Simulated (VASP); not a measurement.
# K (R-3m) in VASP: notebook, part 2 of 2

VASP 6.6.1.

**3. Single point, PBEsol**

This run uses another cell than the first one, of the same volume but with other edges.

Contents of INCAR:

```
SYSTEM = K
ALGO = Fast
EDIFF = 1E-6
ENCUT = 520
GGA = PS
ISIF = 2
ISMEAR = 0
LASPH = .True.
LCHARG = .False.
LREAL = .False.
LWAVE = .False.
NBANDS = 10
NELM = 60
PREC = Accurate
SIGMA = 0.15
```

Contents of KPOINTS:

```
k-points
0
Gamma
  14 14 14
  0 0 0
```

Contents of POSCAR:

```
K
1.0
   -2.2993901687      2.6278744785      2.6278744785
    2.6278744785     -2.2993901687      2.6278744785
    2.6278744785      2.6278744785     -2.2993901687
K
1
Direct
    0.0000000000      0.0000000000      0.0000000000
```

Potentials or basis: VASP PAW PBE potentials, release 64 (K_sv).

Started as:

```sh
> cat potpaw_PBE.64/K_sv/POTCAR > POTCAR
> mpirun -np 1 vasp_std > vasp.out
```

OUTCAR:

```text
SYSTEM = K
   EDIFF = 1E-6
   ENCUT = 520
   GGA = PS
   ISIF = 2
   ISMEAR = 0
   LASPH = .True.
   LREAL = .False.
   NELM = 60
   PREC = Accurate

 ion  position               nearest neighbor table
   1  0.000  0.000  0.000-

  LATTYP: Found a trigonal (rhomboedric) cell.
 ALAT       =     4.3701995032
 COS(alpha) =    -0.2711864407

  Lattice vectors:

 A1 = (  -2.2993901687,   2.6278744785,   2.6278744785)
 A2 = (   2.6278744785,  -2.2993901687,   2.6278744785)
 A3 = (   2.6278744785,   2.6278744785,  -2.2993901687)

Analysis of symmetry for initial positions (statically):
=====================================================================
 Subroutine PRICEL returns:
 Original cell was already a primitive cell.

 Routine SETGRP: Setting up the symmetry group for a
 trigonal (rhombohedral) supercell.

 Subroutine GETGRP returns: Found 12 space group operations
 (whereof 12 operations were pure point group operations)
 out of a pool of 12 trial point group operations.

The static configuration has the point symmetry D_3d.

Analysis of symmetry for dynamics (positions and initial velocities):
=====================================================================
 Subroutine PRICEL returns:
 Original cell was already a primitive cell.

 Routine SETGRP: Setting up the symmetry group for a
 trigonal (rhombohedral) supercell.

 Subroutine GETGRP returns: Found 12 space group operations
 (whereof 12 operations were pure point group operations)
 out of a pool of 12 trial point group operations.

The dynamic configuration has the point symmetry D_3d.

 Subroutine INISYM returns: Found 12 space group operations
 (whereof 12 operations are pure point group operations),
 and found     1 'primitive' translations

----------------------------------------------------------------------------------------

                                     Primitive cell

  volume of cell :      71.7743

  direct lattice vectors                    reciprocal lattice vectors
    -2.299390169  2.627874478  2.627874478    -0.022550262  0.180402100  0.180402100
     2.627874478 -2.299390169  2.627874478     0.180402100 -0.022550262  0.180402100
     2.627874478  2.627874478 -2.299390169     0.180402100  0.180402100 -0.022550262

  length of vectors
     4.370199503  4.370199503  4.370199503     0.256121748  0.256121748  0.256121748

  position of ions in fractional coordinates (direct lattice)
     0.000000000  0.000000000  0.000000000

  ion indices of the primitive-cell ions
   primitive index   ion index
                 1           1

----------------------------------------------------------------------------------------

 KPOINTS: k-points

Automatic generation of k-mesh.
 Grid dimensions read from file:
 generate k-points for:   14   14   14

 Generating k-lattice:

  Cartesian coordinates                     Fractional coordinates (reciprocal lattice)
    -0.001610733  0.012885864  0.012885864     0.071428571  0.000000000  0.000000000
     0.012885864 -0.001610733  0.012885864     0.000000000  0.071428571  0.000000000
     0.012885864  0.012885864 -0.001610733    -0.000000000 -0.000000000  0.071428571

  Length of vectors
     0.018294411  0.018294411  0.018294411

  Shift w.r.t. Gamma in fractional coordinates (k-lattice)
     0.000000000  0.000000000  0.000000000

 Subroutine IBZKPT returns following result:
 ===========================================

 Found    288 irreducible k-points:

 Following reciprocal coordinates:
            Coordinates               Weight
  0.000000  0.000000  0.000000      1.000000
  0.071429 -0.000000 -0.000000      6.000000
  0.142857  0.000000  0.000000      6.000000
  0.214286 -0.000000 -0.000000      6.000000
  0.285714 -0.000000 -0.000000      6.000000
  0.357143  0.000000  0.000000      6.000000
[... 16 lines left out ...]
  0.214286  0.142857  0.000000     12.000000
  0.285714  0.142857 -0.000000     12.000000
 [... further k-points ...]
   k-points           NKPTS =    288   k-points in BZ     NKDIM =    288   number of bands    NBANDS=     10
   number of dos      NEDOS =    301   number of ions     NIONS =      1
   total plane-waves  NPLWV =  46656
   dimension x,y,z NGX =    36 NGY =   36 NGZ =   36
   dimension x,y,z NGXF=    72 NGYF=   72 NGZF=   72
   ions per type =               1
   NGX,Y,Z   is equivalent  to a cutoff of  13.69, 13.69, 13.69 a.u.
   NGXF,Y,Z  is equivalent  to a cutoff of  27.39, 27.39, 27.39 a.u.
 SYSTEM =  K
   PREC   = accura    normal or accurate (medium, high low for compatibility)
   ISTART =      0    job   : 0-new  1-cont  2-samecut
   ICHARG =      2    charge: 1-file 2-atom 10-const
   ISPIN  =      1    spin polarized calculation?
   LNONCOLLINEAR =      F non collinear calculations
   LSORBIT =      F    spin-orbit coupling
   LASPH  =      T    aspherical Exc in radial PAW
   ENCUT  =  520.0 eV  38.22 Ry    6.18 a.u.   8.13  8.13  8.13*2*pi/ulx,y,z
   NELM   =     60;   NELMIN=  2; NELMDL= -5     # of ELM steps
   EDIFF  = 0.1E-05   stopping-criterion for ELM
   LREAL  =      F    real-space projection
   EDIFFG = 0.1E-04   stopping-criterion for IOM
   NSW    =      0    number of steps for IOM
   IBRION =     -1    ionic relax: 0-MD 1-quasi-New 2-CG
   NFREE  =      0    steps in history (QN), initial steepest desc. (CG)
   ISIF   =      2    stress and relaxation
   ISYM   =      2    0-nonsym 1-usesym 2-fastsym
   POTIM  = 0.5000    time-step for ionic-motion
   TEBEG  =    0.0;   TEEND  =   0.0 temperature during run
   PSTRESS=    0.0 pullay stress
   NELECT =       9.0000    total number of electrons
   NUPDOWN=      -1.0000    fix difference up-down
   EMIN   =  10.00;   EMAX   =-10.00  energy-range for DOS
   EFERMI =   0.00;   METHOD = LEGACY
   ISMEAR =     0;   SIGMA  =   0.15  broadening in eV -4-tet -1-fermi 0-gaus
   EFERMI_NEDOS =   21; number of points for ismear=-14 and -15
   IALGO  =     68    algorithm
   IMIX   =      4    mixing-type and parameters
     AMIX     =   0.40;   BMIX     =  1.00
     AMIX_MAG =   1.60;   BMIX_MAG =  1.00
  volume/ion in A,a.u.               =      71.77       484.36
  Fermi-wavevector in a.u.,A,eV,Ry     =   0.819406  1.548454  9.135317  0.671427
  Thomas-Fermi vector in A             =   1.930206
   LORBIT       =      0    0 simple, 1 ext, 2 COOP (PROOUT), +10 PAW based schemes
   GGA     = PS    functional components
   LHFCALC =     F    Hartree Fock is set to
   AEXX    =    0.0000 exact exchange contribution
   IVDW    =     0    specifies the selected vdW correction
   LEPSILON=     F    determine dielectric tensor
   LRPA    =     F    only Hartree local field effects (RPA)
 non-spin polarized calculation
 RMM-DIIS sequential band-by-band and
 Gauss-broadening in eV      SIGMA  =   0.15
  energy-cutoff  :      520.00
  volume of cell :       71.77
 maximum number of plane-waves:      1951
 NGX is ok and might be reduce to    36

 number of electron       9.0000000 magnetization

 Free energy of the ion-electron system (eV)
  ---------------------------------------------------
  ext. energy  EPLUGINS =         0.00000000
  ---------------------------------------------------
  free energy    TOTEN  =        -1.11552257 eV

  energy without entropy =       -1.10656313  energy(sigma->0) =       -1.11104285

 E-fermi :  -0.1035     XC(G=0):  -5.7564

 val. band max:       -0.1300745052   @ k =   0.5000   0.0714   0.0714
 cond. band min:      -0.0744877798   @ k =   0.3571   0.1429   0.0714
 fundamental gap:      0.0555867254
 Fermi energy:        -0.1034767289

 k-point     1 :       0.0000    0.0000    0.0000
  band No.  band energies     occupation
      1     -32.1239      2.00000
      2     -15.6292      2.00000
      3     -15.6271      2.00000
      4     -15.6271      2.00000
      5      -2.3037      2.00000
      6       3.6995      0.00000
      7       3.6995      0.00000
      8       4.7721      0.00000
      9       5.4320      0.00000
     10       5.4320      0.00000
[... 287 lines left out ...]
 k-point    24 :       0.2857    0.1429   -0.0000
  band No.  band energies     occupation
      1     -32.1203      2.00000
      2     -15.6799      2.00000
      3     -15.6464      2.00000
      4     -15.6298      2.00000
      5      -0.8861      2.00000
      6       1.7838      0.00000
      7       2.8169      0.00000
      8       5.0050      0.00000
      9       5.4249      0.00000
     10       5.7875      0.00000

 [... further k-points ...]

------------------------ aborting loop because EDIFF is reached ----------------------------------------

  FORCE on cell =-STRESS in cart. coord.  units (eV):
  Direction    XX          YY          ZZ          XY          YZ          ZX
  --------------------------------------------------------------------------------------
  -------------------------------------------------------------------------------------
  Total       -0.0027891     -0.0027891     -0.0027891     -0.1033955     -0.1033955     -0.1033955
  in kB       -0.0622585     -0.0622585     -0.0622585     -2.3080403     -2.3080403     -2.3080403
  external PRESSURE =      -0.0622585 kB  Pullay stress =       0.0000000 kB

 VOLUME and BASIS-vectors are now :
 -----------------------------------------------------------------------------
  energy-cutoff  :      520.00
  volume of cell :       71.77
      direct lattice vectors                 reciprocal lattice vectors
    -2.299390169  2.627874478  2.627874478    -0.022550262  0.180402100  0.180402100
     2.627874478 -2.299390169  2.627874478     0.180402100 -0.022550262  0.180402100
     2.627874478  2.627874478 -2.299390169     0.180402100  0.180402100 -0.022550262

 POSITION                                       TOTAL-FORCE (eV/Angst)
 -----------------------------------------------------------------------------------
      0.00000      0.00000      0.00000        -0.000000      0.000000      0.000000
 -----------------------------------------------------------------------------------
    total drift:                               -0.000000      0.000000      0.000000

  FREE ENERGIE OF THE ION-ELECTRON SYSTEM (eV)
  ---------------------------------------------------
  free  energy   TOTEN  =        -1.1155225715 eV

  energy  without entropy=       -1.1065631260  energy(sigma->0) =       -1.11104285
```

stdout:

```text
POSCAR found type information on POSCAR K
 POSCAR found :  1 types and       1 ions
 scaLAPACK will be used
 -----------------------------------------------------------------------------
|                                                                             |
|                                                                             |
|     You enforced a specific xc type in the INCAR file but a different       |
|     I HOPE YOU KNOW WHAT YOU ARE DOING!                                     |
|                                                                             |
 -----------------------------------------------------------------------------

 LDA part: xc-table for (Slater+PW92), standard interpolation
 POSCAR, INCAR and KPOINTS ok, starting setup
 FFT: planning ... GRIDC
 FFT: planning ... GRID_SOFT
 FFT: planning ... GRID
 WAVECAR not read
 entering main loop
```

Wall time 3.6 min (1 thread of Intel Xeon Platinum 8375C at 2.90GHz (Ice Lake), shared host); peak memory 0.34 GiB.

Results:

- Free energy: -1.1155 eV
- Pressure: 0.0 GPa
- Band gap on the k mesh: zero (an odd number of electrons rules out a gap without spin polarisation)

Stress tensor (GPa, compression positive):
```
-0.01 -0.23 -0.23
-0.23 -0.01 -0.23
-0.23 -0.23 -0.01
```

Caveat: the PAW data sets were made with another functional, which shifts forces and pressure a little.

The gap in the log of VASP goes by the Fermi energy; the results here count the filled bands.